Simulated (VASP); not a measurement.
Here is a VASP 6.6.1 calculation.

The input INCAR:

```
  PREC = Accurate
  ENCUT = 520
  EDIFF = 1E-6
  ISMEAR = -1
  SIGMA = 0.05
  LREAL = F
  LASPH = T
  NELM = 60
  ALGO = Normal
  ISIF = 2
  LWAVE = F
  LCHARG = T
  LELF = T
  LVHAR = T
  NBANDS = 8
```

KPOINTS

```
Automatic mesh
0
Gamma
  10 10 10
```

File POSCAR:

```
As
1.0
    2.6484890792      0.0000000000      0.0000000000
    0.0000000000      2.6484890792      0.0000000000
    0.0000000000      0.0000000000      2.6484890792
As
1
Direct
    0.5000000000      0.5000000000      0.5000000000
```

Potentials or basis: VASP PAW LDA potentials, release 64 (As).

Command:

```console
$ cat potpaw_LDA.64/As/POTCAR > POTCAR
$ mpirun -np 1 vasp_std > vasp.out
```

Q: What does it give for the pressure?

A: 3.0 GPa.
